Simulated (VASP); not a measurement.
# TiC (Fm-3m) in VASP: further runs

Runs on TiC. Level: PBEsol. Tasks: single point.

All numbers are computed with VASP 6.6.1; they aren't measurements. Logs are shortened: lines on timing, memory, paths and dates and some standing lists are left out, and cuts for length are marked.

### Step 1. The cell of the first run

The structure is cubic, space group Fm-3m (No. 225). The conventional cell has a = 4.282 Å, b = 4.282 Å, c = 4.282 Å, α = 90.00°, β = 90.00°, γ = 90.00°. Within 2.8 Å of Ti (site symmetry m-3m) lie 6 C at 2.14 Å. Within 2.8 Å of C (site symmetry m-3m) lie 6 Ti at 2.14 Å.

### Step 2. Single point, PBEsol

INCAR reads:

```
  ALGO = Normal
  EDIFF = 1E-7
  ENCUT = 520
  GGA = PS
  ISIF = 2
  ISMEAR = 1
  LASPH = T
  LCHARG = F
  LREAL = F
  LWAVE = F
  NBANDS = 15
  NELM = 100
  PREC = Accurate
  SIGMA = 0.1
```

KPOINTS reads:

```
k-points
0
Gamma
  11 11 11
```

POSCAR reads:

```
TiC
1.0
    0.0000000000      2.1411537639      2.1411537639
    2.1411537639      0.0000000000      2.1411537639
    2.1411537639      2.1411537639      0.0000000000
Ti C
1 1
Direct
    0.0000000000      0.0000000000      0.0000000000
    0.5000000000      0.5000000000      0.5000000000
```

Potentials or basis: VASP PAW PBE potentials, release 64 (Ti_sv, C).

On the command line:

```
> cat potpaw_PBE.64/Ti_sv/POTCAR potpaw_PBE.64/C/POTCAR > POTCAR
> mpirun -np 1 vasp_std > vasp.out
```

OUTCAR:

```text
EDIFF = 1E-7
   ENCUT = 520
   GGA = PS
   ISIF = 2
   ISMEAR = 1
   LASPH = T
   LREAL = F
   NELM = 100
   PREC = Accurate

 ion  position               nearest neighbor table
   1  0.000  0.000  0.000-   2 2.14   2 2.14   2 2.14   2 2.14   2 2.14   2 2.14
   2  0.500  0.500  0.500-   1 2.14   1 2.14   1 2.14   1 2.14   1 2.14   1 2.14

  LATTYP: Found a face centered cubic cell.
 ALAT       =     4.2823075278

  Lattice vectors:

 A1 = (   0.0000000000,   2.1411537639,   2.1411537639)
 A2 = (   2.1411537639,   0.0000000000,   2.1411537639)
 A3 = (   2.1411537639,   2.1411537639,   0.0000000000)

Analysis of symmetry for initial positions (statically):
=====================================================================
 Subroutine PRICEL returns:
 Original cell was already a primitive cell.

 Routine SETGRP: Setting up the symmetry group for a
 face centered cubic supercell.

 Subroutine GETGRP returns: Found 48 space group operations
 (whereof 48 operations were pure point group operations)
 out of a pool of 48 trial point group operations.

The static configuration has the point symmetry O_h .

Analysis of symmetry for dynamics (positions and initial velocities):
=====================================================================
 Subroutine PRICEL returns:
 Original cell was already a primitive cell.

 Routine SETGRP: Setting up the symmetry group for a
 face centered cubic supercell.

 Subroutine GETGRP returns: Found 48 space group operations
 (whereof 48 operations were pure point group operations)
 out of a pool of 48 trial point group operations.

The dynamic configuration has the point symmetry O_h .

 Subroutine INISYM returns: Found 48 space group operations
 (whereof 48 operations are pure point group operations),
 and found     1 'primitive' translations

----------------------------------------------------------------------------------------

                                     Primitive cell

  volume of cell :      19.6324

  direct lattice vectors                    reciprocal lattice vectors
     0.000000000  2.141153764  2.141153764    -0.233518960  0.233518960  0.233518960
     2.141153764  0.000000000  2.141153764     0.233518960 -0.233518960  0.233518960
     2.141153764  2.141153764  0.000000000     0.233518960  0.233518960 -0.233518960

  length of vectors
     3.028048692  3.028048692  3.028048692     0.404466703  0.404466703  0.404466703

  position of ions in fractional coordinates (direct lattice)
     0.000000000  0.000000000  0.000000000
[... 83 lines left out ...]
   NFREE  =      0    steps in history (QN), initial steepest desc. (CG)
   ISIF   =      2    stress and relaxation
   ISYM   =      2    0-nonsym 1-usesym 2-fastsym
   POTIM  = 0.5000    time-step for ionic-motion
   TEBEG  =    0.0;   TEEND  =   0.0 temperature during run
   PSTRESS=    0.0 pullay stress
   NELECT =      16.0000    total number of electrons
   NUPDOWN=      -1.0000    fix difference up-down
   EMIN   =  10.00;   EMAX   =-10.00  energy-range for DOS
   EFERMI =   0.00;   METHOD = LEGACY
   ISMEAR =     1;   SIGMA  =   0.10  broadening in eV -4-tet -1-fermi 0-gaus
   EFERMI_NEDOS =   21; number of points for ismear=-14 and -15
   IALGO  =     38    algorithm
   IMIX   =      4    mixing-type and parameters
     AMIX     =   0.40;   BMIX     =  1.00
     AMIX_MAG =   1.60;   BMIX_MAG =  1.00
  volume/ion in A,a.u.               =       9.82        66.24
  Fermi-wavevector in a.u.,A,eV,Ry     =   1.529174  2.889720 31.815507  2.338374
  Thomas-Fermi vector in A             =   2.636832
   LORBIT       =      0    0 simple, 1 ext, 2 COOP (PROOUT), +10 PAW based schemes
   GGA     = PS    functional components
   LHFCALC =     F    Hartree Fock is set to
   AEXX    =    0.0000 exact exchange contribution
   IVDW    =     0    specifies the selected vdW correction
   LEPSILON=     F    determine dielectric tensor
   LRPA    =     F    only Hartree local field effects (RPA)
 non-spin polarized calculation
 Methfessel and Paxton  Order N= 1 SIGMA  =   0.10
  energy-cutoff  :      520.00
  volume of cell :       19.63
 maximum number of plane-waves:       538
   NGX = 11   NGY = 11   NGZ = 11

 number of electron      16.0000004 magnetization

 Free energy of the ion-electron system (eV)
  ---------------------------------------------------
  ext. energy  EPLUGINS =         0.00000000
  ---------------------------------------------------
  free energy    TOTEN  =       -19.80034431 eV

  energy without entropy =      -19.80029508  energy(sigma->0) =      -19.80032790

 E-fermi :   9.8139     XC(G=0): -13.0387

 val. band max:        9.6755807055   @ k =   0.4545   0.4545   0.0000
 cond. band min:       9.8520292961   @ k =   0.3636   0.2727   0.0000
 fundamental gap:      0.1764485906
 Fermi energy:         9.8138970254

 k-point     1 :       0.0000    0.0000    0.0000
  band No.  band energies     occupation
      1     -46.5258      2.00000
      2     -22.6330      2.00000
      3     -22.6330      2.00000
      4     -22.6330      2.00000
      5      -2.8174      2.00000
      6      10.3808     -0.00000
      7      10.3808     -0.00000
      8      10.3808     -0.00000
      9      11.4582     -0.00000
     10      11.4582     -0.00000
     11      11.4582     -0.00000
     12      11.5050     -0.00000
     13      11.5050     -0.00000
     14      20.6969      0.00000
[... 401 lines left out ...]
      2     -22.9489      2.00000
      3     -22.7569      2.00000
      4     -22.6552      2.00000
      5      -1.0102      2.00000
      6       6.3718      2.00000
      7       7.4642      2.00000
      8       7.6822      2.00000
      9      11.2867     -0.00000
     10      12.4870      0.00000
     11      13.4272      0.00000
     12      14.3074      0.00000
     13      17.2998      0.00000
     14      21.8391      0.00000
     15      23.4519      0.00000

 [... further k-points ...]
[... 5 lines left out ...]
  --------------------------------------------------------------------------------------
  -------------------------------------------------------------------------------------
  Total        0.2886011      0.2886011      0.2886011      0.0000000      0.0000000      0.0000000
  in kB       23.5523884     23.5523884     23.5523884      0.0000000      0.0000000      0.0000000
  external PRESSURE =      23.5523884 kB  Pullay stress =       0.0000000 kB

 VOLUME and BASIS-vectors are now :
 -----------------------------------------------------------------------------
  energy-cutoff  :      520.00
  volume of cell :       19.63
      direct lattice vectors                 reciprocal lattice vectors
     0.000000000  2.141153764  2.141153764    -0.233518960  0.233518960  0.233518960
     2.141153764  0.000000000  2.141153764     0.233518960 -0.233518960  0.233518960
     2.141153764  2.141153764  0.000000000     0.233518960  0.233518960 -0.233518960

 POSITION                                       TOTAL-FORCE (eV/Angst)
 -----------------------------------------------------------------------------------
      0.00000      0.00000      0.00000         0.000000      0.000000      0.000000
      2.14115      2.14115      2.14115        -0.000000     -0.000000     -0.000000
 -----------------------------------------------------------------------------------
    total drift:                                0.000000     -0.000000     -0.000000

  FREE ENERGIE OF THE ION-ELECTRON SYSTEM (eV)
  ---------------------------------------------------
  free  energy   TOTEN  =       -19.8003443066 eV

  energy  without entropy=      -19.8002950790  energy(sigma->0) =      -19.80032790
```

stdout:

```text
POSCAR found type information on POSCAR TiC
 POSCAR found :  2 types and       2 ions
 scaLAPACK will be used
 -----------------------------------------------------------------------------
|                                                                             |
|                                                                             |
|     You enforced a specific xc type in the INCAR file but a different       |
|     I HOPE YOU KNOW WHAT YOU ARE DOING!                                     |
|                                                                             |
 -----------------------------------------------------------------------------

 LDA part: xc-table for (Slater+PW92), standard interpolation
 POSCAR, INCAR and KPOINTS ok, starting setup
 FFT: planning ... GRIDC
 FFT: planning ... GRID_SOFT
 FFT: planning ... GRID
 WAVECAR not read
 entering main loop
```

It took 14 s on 1 thread of Intel Xeon 8259CL, shared host; peak memory 0.15 GiB.

What came out:

```yaml
Free_energy: -19.8003 eV
Pressure: 2.4 GPa
Band_gap_on_the_k_mesh: zero (band 8 reaches 10.38 eV, above the bottom of band 9 at 9.29 eV)
```

Caveat: the PAW data sets were made with another functional, which shifts forces and pressure a little.

### Step 3. Single point, PBEsol

This run uses another cell than the first one, of 10.07 Å³/atom, 1.026 times its volume.

INCAR reads:

```
  ALGO = Normal
  EDIFF = 1E-7
  ENCUT = 520
  GGA = PS
  ISIF = 2
  ISMEAR = 1
  LASPH = T
  LCHARG = T
  LELF = T
  LREAL = F
  LVHAR = T
  LWAVE = F
  NBANDS = 15
  NELM = 60
  PREC = Accurate
  SIGMA = 0.1
```

KPOINTS is that of step 2.

POSCAR reads:

```
TiC
1.0
    0.0000000000      2.1593000000      2.1593000000
    2.1593000000      0.0000000000      2.1593000000
    2.1593000000      2.1593000000      0.0000000000
Ti C
1 1
Direct
    0.0000000000      0.0000000000      0.0000000000
    0.5000000000      0.5000000000      0.5000000000
```

Potentials or basis: VASP PAW PBE potentials, release 64 (Ti_sv, C).

On the command line:

```
> cat potpaw_PBE.64/Ti_sv/POTCAR potpaw_PBE.64/C/POTCAR > POTCAR
> mpirun -np 1 vasp_std > vasp.out
```

Wall time 17 s (1 thread of Intel Xeon 8259CL, shared host); peak memory 0.14 GiB.

The run converged. Its results:

```
Free energy            : -19.7974 eV
Pressure               : -4.3 GPa
Band gap on the k mesh : zero (band 8 reaches 10.07 eV, above the bottom of band 9 at 8.99 eV)
```

Levels at points of the mesh, in eV from the Fermi level:
```tsv
k point	band 5	band 6	band 7	band 8	band 9	band 10	band 11	band 12
(0.00, 0.00, 0.00)	-12.51	0.56	0.56	0.56	1.61	1.61	1.61	1.64
```

Caveat: the PAW data sets were made with another functional, which shifts forces and pressure a little.

### Step 4. Single point, PBEsol

This run uses another cell than the first one, of 10.32 Å³/atom, 1.051 times its volume.

INCAR reads:

```
PREC = Accurate
ENCUT = 520
EDIFF = 1E-7
ISMEAR = 1
SIGMA = 0.1
LREAL = F
LASPH = T
NELM = 80
ALGO = Normal
ISIF = 2
LWAVE = F
LCHARG = F
GGA = PS
NBANDS = 15
```

KPOINTS reads:

```
regular mesh
0
Gamma
  11 11 11
```

POSCAR reads:

```
TiC
1.0
    0.0000000000      2.1771462638      2.1771462638
    2.1771462638      0.0000000000      2.1771462638
    2.1771462638      2.1771462638      0.0000000000
Ti C
1 1
Direct
    0.0000000000      0.0000000000      0.0000000000
    0.5000000000      0.5000000000      0.5000000000
```

Potentials or basis: VASP PAW PBE potentials, release 64 (Ti_sv, C).

On the command line:

```
> cat potpaw_PBE.64/Ti_sv/POTCAR potpaw_PBE.64/C/POTCAR > POTCAR
> mpirun -np 1 vasp_std > vasp.out
```

OUTCAR:

```text
PREC = Accurate
   ENCUT = 520
   EDIFF = 1E-7
   ISMEAR = 1
   LREAL = F
   LASPH = T
   NELM = 80
   ISIF = 2
   GGA = PS

 ion  position               nearest neighbor table
   1  0.000  0.000  0.000-   2 2.18   2 2.18   2 2.18   2 2.18   2 2.18   2 2.18
   2  0.500  0.500  0.500-   1 2.18   1 2.18   1 2.18   1 2.18   1 2.18   1 2.18

  LATTYP: Found a face centered cubic cell.
 ALAT       =     4.3542925276

  Lattice vectors:

 A1 = (   0.0000000000,   2.1771462638,   2.1771462638)
 A2 = (   2.1771462638,   0.0000000000,   2.1771462638)
 A3 = (   2.1771462638,   2.1771462638,   0.0000000000)

Analysis of symmetry for initial positions (statically):
=====================================================================
 Subroutine PRICEL returns:
 Original cell was already a primitive cell.

 Routine SETGRP: Setting up the symmetry group for a
 face centered cubic supercell.

 Subroutine GETGRP returns: Found 48 space group operations
 (whereof 48 operations were pure point group operations)
 out of a pool of 48 trial point group operations.

The static configuration has the point symmetry O_h .

Analysis of symmetry for dynamics (positions and initial velocities):
=====================================================================
 Subroutine PRICEL returns:
 Original cell was already a primitive cell.

 Routine SETGRP: Setting up the symmetry group for a
 face centered cubic supercell.

 Subroutine GETGRP returns: Found 48 space group operations
 (whereof 48 operations were pure point group operations)
 out of a pool of 48 trial point group operations.

The dynamic configuration has the point symmetry O_h .

 Subroutine INISYM returns: Found 48 space group operations
 (whereof 48 operations are pure point group operations),
 and found     1 'primitive' translations

----------------------------------------------------------------------------------------

                                     Primitive cell

  volume of cell :      20.6392

[... 113 lines left out ...]
   GGA     = PS    functional components
   LHFCALC =     F    Hartree Fock is set to
   AEXX    =    0.0000 exact exchange contribution
   IVDW    =     0    specifies the selected vdW correction
   LEPSILON=     F    determine dielectric tensor
   LRPA    =     F    only Hartree local field effects (RPA)
 non-spin polarized calculation
 Methfessel and Paxton  Order N= 1 SIGMA  =   0.10
  energy-cutoff  :      520.00
  volume of cell :       20.64
 maximum number of plane-waves:       566
   NGX = 11   NGY = 11   NGZ = 11

 number of electron      15.9999997 magnetization

 Free energy of the ion-electron system (eV)
  ---------------------------------------------------
  ext. energy  EPLUGINS =         0.00000000
  ---------------------------------------------------
  free energy    TOTEN  =       -19.77493299 eV

  energy without entropy =      -19.77480554  energy(sigma->0) =      -19.77489051

 E-fermi :   9.2208     XC(G=0): -12.7787

 val. band max:        9.0451430594   @ k =   0.4545   0.4545   0.0000
 cond. band min:       9.2590649199   @ k =   0.3636   0.2727   0.0000
 fundamental gap:      0.2139218605
 Fermi energy:         9.2208184808

 k-point     1 :       0.0000    0.0000    0.0000
  band No.  band energies     occupation
      1     -47.2615      2.00000
      2     -23.3958      2.00000
      3     -23.3958      2.00000
      4     -23.3958      2.00000
      5      -3.1764      2.00000
      6       9.7735     -0.00000
      7       9.7735     -0.00000
      8       9.7735     -0.00000
      9      10.8014     -0.00000
     10      10.8014     -0.00000
     11      10.8014     -0.00000
     12      10.8077     -0.00000
     13      10.8077     -0.00000
     14      19.3619      0.00000
[... 401 lines left out ...]
      2     -23.6576      2.00000
      3     -23.4991      2.00000
      4     -23.4152      2.00000
      5      -1.4733      2.00000
      6       5.9063      2.00000
      7       6.9963      2.00000
      8       7.1913      2.00000
      9      10.6161     -0.00000
     10      11.7175      0.00000
     11      12.6427      0.00000
     12      13.4051      0.00000
     13      16.2884      0.00000
     14      20.6890      0.00000
     15      22.4289      0.00000

 [... further k-points ...]
[... 5 lines left out ...]
  --------------------------------------------------------------------------------------
  -------------------------------------------------------------------------------------
  Total       -1.3020148     -1.3020148     -1.3020148      0.0000000      0.0000000      0.0000000
  in kB     -101.0726583   -101.0726583   -101.0726583      0.0000000      0.0000000      0.0000000
  external PRESSURE =    -101.0726583 kB  Pullay stress =       0.0000000 kB

 VOLUME and BASIS-vectors are now :
 -----------------------------------------------------------------------------
  energy-cutoff  :      520.00
  volume of cell :       20.64
      direct lattice vectors                 reciprocal lattice vectors
     0.000000000  2.177146264  2.177146264    -0.229658433  0.229658433  0.229658433
     2.177146264  0.000000000  2.177146264     0.229658433 -0.229658433  0.229658433
     2.177146264  2.177146264  0.000000000     0.229658433  0.229658433 -0.229658433

 POSITION                                       TOTAL-FORCE (eV/Angst)
 -----------------------------------------------------------------------------------
      0.00000      0.00000      0.00000         0.000000      0.000000      0.000000
      2.17715      2.17715      2.17715        -0.000000     -0.000000     -0.000000
 -----------------------------------------------------------------------------------
    total drift:                                0.000000     -0.000000     -0.000000

  FREE ENERGIE OF THE ION-ELECTRON SYSTEM (eV)
  ---------------------------------------------------
  free  energy   TOTEN  =       -19.7749329913 eV

  energy  without entropy=      -19.7748055391  energy(sigma->0) =      -19.77489051
```

stdout:

```text
POSCAR found type information on POSCAR TiC
 POSCAR found :  2 types and       2 ions
 scaLAPACK will be used
 -----------------------------------------------------------------------------
|                                                                             |
|                                                                             |
|     You enforced a specific xc type in the INCAR file but a different       |
|     I HOPE YOU KNOW WHAT YOU ARE DOING!                                     |
|                                                                             |
 -----------------------------------------------------------------------------

 LDA part: xc-table for (Slater+PW92), standard interpolation
 POSCAR, INCAR and KPOINTS ok, starting setup
 FFT: planning ... GRIDC
 FFT: planning ... GRID_SOFT
 FFT: planning ... GRID
 WAVECAR not read
 entering main loop
```

Run time: 16 s. Hardware: 1 thread of Intel Xeon 8259CL, shared host; peak memory 0.15 GiB.

Results:

- Free energy: -19.7749 eV
- Pressure: -10.1 GPa
- Band gap on the k mesh: zero (band 8 reaches 9.77 eV, above the bottom of band 9 at 8.71 eV)

Caveat: the PAW data sets were made with another functional, which shifts forces and pressure a little.

[end of part 1 of 2]
